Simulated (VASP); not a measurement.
# K (Fm-3m) in VASP: notebook

The runs below take K through electric field gradients, with PBEsol+D4, r2SCAN.

Program: VASP 6.6.1. These are calculated values, not measurements. Logs are shortened: lines on timing, memory, paths and dates and some standing lists are left out, and cuts for length are marked.

**1. The cell of the first run**

Symmetry: Fm-3m, No. 225, cubic system. The conventional cell has a = 6.873 Å, b = 6.873 Å, c = 6.873 Å, α = 90.00°, β = 90.00°, γ = 90.00°.

This isn't the form of K at room conditions, which is bcc.

**2. Electric field gradients, PBEsol+D4**

File INCAR:

```
ALGO = Normal ; EDIFF = 1E-8
ENCUT = 520 ; GGA = PS
ISIF = 2 ; ISMEAR = -1
IVDW = 13 ; LASPH = True
LCHARG = False ; LEFG = True
LREAL = False ; LWAVE = False
NBANDS = 10 ; NELM = 60
PREC = Accurate ; SIGMA = 0.05
```

File KPOINTS:

```
k-points
0
Gamma
  11 11 11
```

File POSCAR:

```
K
1.0
    0.0000000000      3.4365078421      3.4365078421
    3.4365078421      0.0000000000      3.4365078421
    3.4365078421      3.4365078421      0.0000000000
K
1
Direct
    0.0000000000      0.0000000000      0.0000000000
```

Potentials or basis: VASP PAW PBE potentials, release 64 (K_sv).

Started as:

```bash
> cat potpaw_PBE.64/K_sv/POTCAR > POTCAR
> mpirun -np 1 vasp_std > vasp.out
```

OUTCAR:

```text
EDIFF = 1E-8
   ENCUT = 520
   GGA = PS
   ISIF = 2
   ISMEAR = -1
   IVDW = 13
   LASPH = True
   LREAL = False
   NELM = 60
   PREC = Accurate

 ion  position               nearest neighbor table
   1  0.000  0.000  0.000-

  LATTYP: Found a face centered cubic cell.
 ALAT       =     6.8730156842

  Lattice vectors:

 A1 = (   0.0000000000,   3.4365078421,   3.4365078421)
 A2 = (   3.4365078421,   0.0000000000,   3.4365078421)
 A3 = (   3.4365078421,   3.4365078421,   0.0000000000)

Analysis of symmetry for initial positions (statically):
=====================================================================
 Subroutine PRICEL returns:
 Original cell was already a primitive cell.

 Routine SETGRP: Setting up the symmetry group for a
 face centered cubic supercell.

 Subroutine GETGRP returns: Found 48 space group operations
 (whereof 48 operations were pure point group operations)
 out of a pool of 48 trial point group operations.

The static configuration has the point symmetry O_h .

Analysis of symmetry for dynamics (positions and initial velocities):
=====================================================================
 Subroutine PRICEL returns:
 Original cell was already a primitive cell.

 Routine SETGRP: Setting up the symmetry group for a
 face centered cubic supercell.

 Subroutine GETGRP returns: Found 48 space group operations
 (whereof 48 operations were pure point group operations)
 out of a pool of 48 trial point group operations.

The dynamic configuration has the point symmetry O_h .

 Subroutine INISYM returns: Found 48 space group operations
 (whereof 48 operations are pure point group operations),
 and found     1 'primitive' translations

----------------------------------------------------------------------------------------

                                     Primitive cell

  volume of cell :      81.1675

  direct lattice vectors                    reciprocal lattice vectors
     0.000000000  3.436507842  3.436507842    -0.145496540  0.145496540  0.145496540
     3.436507842  0.000000000  3.436507842     0.145496540 -0.145496540  0.145496540
     3.436507842  3.436507842  0.000000000     0.145496540  0.145496540 -0.145496540

  length of vectors
     4.859955997  4.859955997  4.859955997     0.252007399  0.252007399  0.252007399

  position of ions in fractional coordinates (direct lattice)
     0.000000000  0.000000000  0.000000000

  ion indices of the primitive-cell ions
   primitive index   ion index
                 1           1

----------------------------------------------------------------------------------------

 KPOINTS: k-points

Automatic generation of k-mesh.
 Grid dimensions read from file:
 generate k-points for:   11   11   11

 Generating k-lattice:

  Cartesian coordinates                     Fractional coordinates (reciprocal lattice)
    -0.013226958  0.013226958  0.013226958     0.090909091  0.000000000  0.000000000
     0.013226958 -0.013226958  0.013226958     0.000000000  0.090909091  0.000000000
     0.013226958  0.013226958 -0.013226958     0.000000000  0.000000000  0.090909091

  Length of vectors
     0.022909764  0.022909764  0.022909764

  Shift w.r.t. Gamma in fractional coordinates (k-lattice)
     0.000000000  0.000000000  0.000000000

 Subroutine IBZKPT returns following result:
 ===========================================

 Found     56 irreducible k-points:

 Following reciprocal coordinates:
            Coordinates               Weight
  0.000000  0.000000  0.000000      1.000000
  0.090909  0.000000  0.000000      8.000000
  0.181818  0.000000  0.000000      8.000000
  0.272727  0.000000  0.000000      8.000000
  0.363636  0.000000  0.000000      8.000000
  0.454545  0.000000  0.000000      8.000000
[... 16 lines left out ...]
 -0.272727  0.181818  0.000000     24.000000
 -0.181818  0.181818  0.000000     12.000000
 [... further k-points ...]
   k-points           NKPTS =     56   k-points in BZ     NKDIM =     56   number of bands    NBANDS=     10
   number of dos      NEDOS =    301   number of ions     NIONS =      1
   total plane-waves  NPLWV =  46656
   dimension x,y,z NGX =    36 NGY =   36 NGZ =   36
   dimension x,y,z NGXF=    72 NGYF=   72 NGZF=   72
   ions per type =               1
   NGX,Y,Z   is equivalent  to a cutoff of  12.31, 12.31, 12.31 a.u.
   NGXF,Y,Z  is equivalent  to a cutoff of  24.63, 24.63, 24.63 a.u.
 SYSTEM =  unknown system
   PREC   = accura    normal or accurate (medium, high low for compatibility)
   ISTART =      0    job   : 0-new  1-cont  2-samecut
   ICHARG =      2    charge: 1-file 2-atom 10-const
   ISPIN  =      1    spin polarized calculation?
   LNONCOLLINEAR =      F non collinear calculations
   LSORBIT =      F    spin-orbit coupling
   LASPH  =      T    aspherical Exc in radial PAW
   ENCUT  =  520.0 eV  38.22 Ry    6.18 a.u.   9.04  9.04  9.04*2*pi/ulx,y,z
   NELM   =     60;   NELMIN=  2; NELMDL= -5     # of ELM steps
   EDIFF  = 0.1E-07   stopping-criterion for ELM
   LREAL  =      F    real-space projection
   EDIFFG = 0.1E-06   stopping-criterion for IOM
   NSW    =      0    number of steps for IOM
   IBRION =     -1    ionic relax: 0-MD 1-quasi-New 2-CG
   NFREE  =      0    steps in history (QN), initial steepest desc. (CG)
   ISIF   =      2    stress and relaxation
   ISYM   =      2    0-nonsym 1-usesym 2-fastsym
   POTIM  = 0.5000    time-step for ionic-motion
   TEBEG  =    0.0;   TEEND  =   0.0 temperature during run
   PSTRESS=    0.0 pullay stress
   NELECT =       9.0000    total number of electrons
   NUPDOWN=      -1.0000    fix difference up-down
   EMIN   =  10.00;   EMAX   =-10.00  energy-range for DOS
   EFERMI =   0.00;   METHOD = LEGACY
   ISMEAR =    -1;   SIGMA  =   0.05  broadening in eV -4-tet -1-fermi 0-gaus
   EFERMI_NEDOS =   21; number of points for ismear=-14 and -15
   IALGO  =     38    algorithm
   IMIX   =      4    mixing-type and parameters
     AMIX     =   0.40;   BMIX     =  1.00
     AMIX_MAG =   1.60;   BMIX_MAG =  1.00
  volume/ion in A,a.u.               =      81.17       547.75
  Fermi-wavevector in a.u.,A,eV,Ry     =   0.786493  1.486257  8.416178  0.618572
  Thomas-Fermi vector in A             =   1.891043
   LORBIT       =      0    0 simple, 1 ext, 2 COOP (PROOUT), +10 PAW based schemes
   GGA     = PS    functional components
   LHFCALC =     F    Hartree Fock is set to
   AEXX    =    0.0000 exact exchange contribution
   IVDW    =    13    specifies the selected vdW correction
   LEPSILON=     F    determine dielectric tensor
   LRPA    =     F    only Hartree local field effects (RPA)
 non-spin polarized calculation
  energy-cutoff  :      520.00
  volume of cell :       81.17
 maximum number of plane-waves:      2203
   NGX = 19   NGY = 19   NGZ = 19

 number of electron       9.0000001 magnetization

 Free energy of the ion-electron system (eV)
  ---------------------------------------------------
  ext. energy  EPLUGINS =         0.00000000
  ---------------------------------------------------
  free energy    TOTEN  =        -1.12287557 eV

  energy without entropy =       -1.11560332  energy(sigma->0) =       -1.11923944

 E-fermi :  -0.3466     XC(G=0):  -5.4571

 val. band max:       -0.3990118570   @ k =  -0.2727   0.2727   0.0000
 cond. band min:      -0.3426487496   @ k =   0.4545   0.0000   0.0000
 fundamental gap:      0.0563631074
 Fermi energy:        -0.3465624273

 k-point     1 :       0.0000    0.0000    0.0000
  band No.  band energies     occupation
      1     -32.4235      2.00000
      2     -15.9392      2.00000
      3     -15.9392      2.00000
      4     -15.9392      2.00000
      5      -2.3864      2.00000
      6       3.7511      0.00000
      7       3.7511      0.00000
      8       3.7511      0.00000
      9       4.9395      0.00000
     10       4.9395      0.00000

 k-point     2 :       0.0909    0.0000    0.0000
  band No.  band energies     occupation
      1     -32.4233      2.00000
      2     -15.9430      2.00000
      3     -15.9398      2.00000
      4     -15.9398      2.00000
      5      -2.2967      2.00000
      6       3.4816      0.00000
      7       3.7842      0.00000
      8       3.7842      0.00000
      9       4.8544      0.00000
     10       4.8544      0.00000

 k-point     3 :       0.1818    0.0000    0.0000
  band No.  band energies     occupation
      1     -32.4228      2.00000
      2     -15.9531      2.00000
      3     -15.9412      2.00000
      4     -15.9412      2.00000
      5      -2.0315      2.00000
      6       2.8626      0.00000
      7       3.8304      0.00000
      8       3.8304      0.00000
      9       4.7457      0.00000
     10       4.7457      0.00000

 k-point     4 :       0.2727    0.0000    0.0000
  band No.  band energies     occupation
      1     -32.4221      2.00000
      2     -15.9662      2.00000
      3     -15.9431      2.00000
      4     -15.9431      2.00000
      5      -1.6024      2.00000
      6       2.0992      0.00000
      7       3.7713      0.00000
      8       3.7713      0.00000
      9       4.8608      0.00000
     10       4.8608      0.00000
[... 222 lines left out ...]
 k-point    22 :      -0.3636    0.1818    0.0000
  band No.  band energies     occupation
      1     -32.4210      2.00000
      2     -15.9793      2.00000
      3     -15.9560      2.00000
      4     -15.9471      2.00000
      5      -0.3024      0.58514
      6       0.9535      0.00000
      7       2.6025      0.00000
      8       3.7381      0.00000
      9       4.8542      0.00000
     10       5.1289      0.00000

 k-point    23 :      -0.2727    0.1818    0.0000
  band No.  band energies     occupation
      1     -32.4214      2.00000
      2     -15.9729      2.00000
      3     -15.9544      2.00000
      4     -15.9448      2.00000
      5      -0.9436      1.99999
      6       1.7188      0.00000
      7       2.6529      0.00000
      8       3.8807      0.00000
      9       4.6684      0.00000
     10       5.3324      0.00000

 k-point    24 :      -0.1818    0.1818    0.0000
  band No.  band energies     occupation
      1     -32.4219      2.00000
      2     -15.9650      2.00000
      3     -15.9503      2.00000
      4     -15.9427      2.00000
      5      -1.4608      2.00000
      6       2.2980      0.00000
      7       2.9694      0.00000
      8       4.0960      0.00000
      9       4.3030      0.00000
     10       5.2481      0.00000

 [... further k-points ...]

------------------------ aborting loop because EDIFF is reached ----------------------------------------

  DFT-D4 for vdW energy calculation

  Edisp (eV):   -0.03520

  FORCE on cell =-STRESS in cart. coord.  units (eV):
  Direction    XX          YY          ZZ          XY          YZ          ZX
  --------------------------------------------------------------------------------------
  -------------------------------------------------------------------------------------
  Total      -0.23090    -0.23090    -0.23090     0.00000     0.00000     0.00000
  in kB      -4.55776    -4.55776    -4.55776     0.00000     0.00000     0.00000
  external pressure =       -4.56 kB  Pullay stress =        0.00 kB

 VOLUME and BASIS-vectors are now :
 -----------------------------------------------------------------------------
  energy-cutoff  :      520.00
  volume of cell :       81.17
      direct lattice vectors                 reciprocal lattice vectors
     0.000000000  3.436507842  3.436507842    -0.145496540  0.145496540  0.145496540
     3.436507842  0.000000000  3.436507842     0.145496540 -0.145496540  0.145496540
     3.436507842  3.436507842  0.000000000     0.145496540  0.145496540 -0.145496540

 POSITION                                       TOTAL-FORCE (eV/Angst)
 -----------------------------------------------------------------------------------
      0.00000      0.00000      0.00000         0.000000      0.000000      0.000000
 -----------------------------------------------------------------------------------
    total drift:                               -0.000000      0.000000      0.000000

  FREE ENERGIE OF THE ION-ELECTRON SYSTEM (eV)
  ---------------------------------------------------
  free  energy   TOTEN  =        -1.1580759563 eV

  energy  without entropy=       -1.1508037068  energy(sigma->0) =       -1.15443983

 Electric field gradients (V/A^2)
---------------------------------------------------------------------
 ion       V_xx      V_yy      V_zz      V_xy      V_xz      V_yz
---------------------------------------------------------------------
   1      -0.000     0.000    -0.000     0.000     0.000     0.000
---------------------------------------------------------------------

 Electric field gradients after diagonalization (V/A^2)
 (convention: |V_zz| > |V_xx| > |V_yy|)
----------------------------------------------------------------------
 ion       V_xx      V_yy      V_zz     asymmetry (V_yy - V_xx)/ V_zz
----------------------------------------------------------------------
   1      -0.000    -0.000     0.001       0.000
----------------------------------------------------------------------

           NMR quadrupolar parameters

 Cq : quadrupolar parameter    Cq=e*Q*V_zz/h
 eta: asymmetry parameters     (V_yy - V_xx)/ V_zz
 Q  : nuclear electric quadrupole moment in mb (millibarn)
----------------------------------------------------------------------
 ion       Cq(MHz)       eta       Q (mb)
----------------------------------------------------------------------
   1       0.000       0.000       1.000
----------------------------------------------------------------------
```

Wall time 52 s (1 thread of Intel Xeon Platinum 8259CL at 2.50GHz (Skylake/Cascade Lake), shared host); peak memory 0.22 GiB.

What came out:

| Property | Result |
| --- | --- |
| Free energy | -1.1581 eV |
| Pressure | -0.5 GPa |
| Band gap on the k mesh | zero (an odd number of electrons rules out a gap without spin polarisation) |
| Largest electric field gradient by atom | zero within the noise of the run |
| Dispersion energy per atom | -0.035 eV |

Levels at points of the mesh, in eV from the Fermi level:
```tsv
k point	band 2	band 3	band 4	band 5	band 6	band 7	band 8	band 9
(0.00, 0.00, 0.00)	-15.59	-15.59	-15.59	-2.04	4.10	4.10	4.10	5.29
```

Caveat: the PAW data sets were made with another functional, which shifts forces and pressure a little.

(Continued in part 2 of 3.)
